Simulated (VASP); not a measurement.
# Li2Se: single point with PBEsol

The system is Li2Se.

```
CELL_PARAMETERS angstrom
11.89460 0.00000 0.00000
0.00000 11.89460 0.00000
0.00000 0.00000 11.89460
ATOMIC_POSITIONS crystal
Li 0.37500 0.12500 0.12500
Li 0.37500 0.12500 0.62500
Li 0.37500 0.62500 0.12500
Li 0.37500 0.62500 0.62500
Li 0.87500 0.12500 0.12500
Li 0.87500 0.12500 0.62500
Li 0.87500 0.62500 0.12500
Li 0.87500 0.62500 0.62500
Li 0.12500 0.37500 0.12500
Li 0.12500 0.37500 0.62500
Li 0.12500 0.87500 0.12500
Li 0.12500 0.87500 0.62500
Li 0.62500 0.37500 0.12500
Li 0.62500 0.37500 0.62500
Li 0.62500 0.87500 0.12500
Li 0.62500 0.87500 0.62500
Li 0.12500 0.12500 0.37500
Li 0.12500 0.12500 0.87500
Li 0.12500 0.62500 0.37500
Li 0.12500 0.62500 0.87500
Li 0.62500 0.12500 0.37500
Li 0.62500 0.12500 0.87500
Li 0.62500 0.62500 0.37500
Li 0.62500 0.62500 0.87500
Li 0.12500 0.12500 0.12500
Li 0.12500 0.12500 0.62500
Li 0.12500 0.62500 0.12500
Li 0.12500 0.62500 0.62500
Li 0.62500 0.12500 0.12500
Li 0.62500 0.12500 0.62500
Li 0.62500 0.62500 0.12500
Li 0.62500 0.62500 0.62500
Li 0.37500 0.37500 0.37500
Li 0.37500 0.37500 0.87500
Li 0.37500 0.87500 0.37500
Li 0.37500 0.87500 0.87500
Li 0.87500 0.37500 0.37500
Li 0.87500 0.37500 0.87500
Li 0.87500 0.87500 0.37500
Li 0.87500 0.87500 0.87500
Li 0.37500 0.37500 0.12500
Li 0.37500 0.37500 0.62500
Li 0.37500 0.87500 0.12500
Li 0.37500 0.87500 0.62500
Li 0.87500 0.37500 0.12500
Li 0.87500 0.37500 0.62500
Li 0.87500 0.87500 0.12500
Li 0.87500 0.87500 0.62500
Li 0.37500 0.12500 0.37500
Li 0.37500 0.12500 0.87500
Li 0.37500 0.62500 0.37500
Li 0.37500 0.62500 0.87500
Li 0.87500 0.12500 0.37500
Li 0.87500 0.12500 0.87500
Li 0.87500 0.62500 0.37500
Li 0.87500 0.62500 0.87500
Li 0.12500 0.37500 0.37500
Li 0.12500 0.37500 0.87500
Li 0.12500 0.87500 0.37500
Li 0.12500 0.87500 0.87500
Li 0.62500 0.37500 0.37500
Li 0.62500 0.37500 0.87500
Li 0.62500 0.87500 0.37500
Li 0.62500 0.87500 0.87500
Se 0.00000 0.00000 0.00000
Se 0.00000 0.00000 0.50000
Se 0.00000 0.50000 0.00000
Se 0.00000 0.50000 0.50000
Se 0.50000 0.00000 0.00000
Se 0.50000 0.00000 0.50000
Se 0.50000 0.50000 0.00000
Se 0.50000 0.50000 0.50000
Se 0.25000 0.25000 0.00000
Se 0.25000 0.25000 0.50000
Se 0.25000 0.75000 0.00000
Se 0.25000 0.75000 0.50000
Se 0.75000 0.25000 0.00000
Se 0.75000 0.25000 0.50000
Se 0.75000 0.75000 0.00000
Se 0.75000 0.75000 0.50000
Se 0.25000 0.00000 0.25000
Se 0.25000 0.00000 0.75000
Se 0.25000 0.50000 0.25000
Se 0.25000 0.50000 0.75000
Se 0.75000 0.00000 0.25000
Se 0.75000 0.00000 0.75000
Se 0.75000 0.50000 0.25000
Se 0.75000 0.50000 0.75000
Se 0.00000 0.25000 0.25000
Se 0.00000 0.25000 0.75000
Se 0.00000 0.75000 0.25000
Se 0.00000 0.75000 0.75000
Se 0.50000 0.25000 0.25000
Se 0.50000 0.25000 0.75000
Se 0.50000 0.75000 0.25000
Se 0.50000 0.75000 0.75000
```

| Quantity | Value |
| --- | --- |
| Program | VASP 6.6.1 |
| Task | single point |
| Functional | PBEsol |
| Potentials or basis | VASP PAW PBE potentials, release 64 (Li_sv, Se) |
| Cutoff | 750 eV |
| k mesh | 1 × 1 × 1, shifted |
| Occupations | fermi-dirac, width 0.05 eV |
| Spin | no spin polarisation |
| Dipole correction | no |
| Further INCAR settings | LREAL = Auto; ALGO = Normal; EDIFF = 1e-06; NBANDS = 246; ISYM = 0 |

* Pressure: -0.2 GPa
* Band gap on the k mesh: 3.39 eV

Levels at points of the mesh, in eV from the valence-band top:
| k point | band 188 | band 189 | band 190 | band 191 | band 192 | band 193 | band 194 | band 195 | band 196 | band 197 |
| --- | --- | --- | --- | --- | --- | --- | --- | --- | --- | --- |
| (0.25, 0.25, 0.25) | -0.23 | -0.23 | -0.23 | 0.00 | 0.00 | 3.39 | 3.39 | 3.39 | 3.96 | 4.11 |

Wall time 31 min on 4 MPI ranks on Intel(R) Xeon(R) 6975P-C (Granite Rapids), with other jobs on the host, peak memory 0.94 GiB a rank.

Caveat: the PAW data sets were made with another functional, which shifts forces and pressure a little; a shifted mesh leaves out Γ, where band edges can lie. A k mesh can miss the band edges.
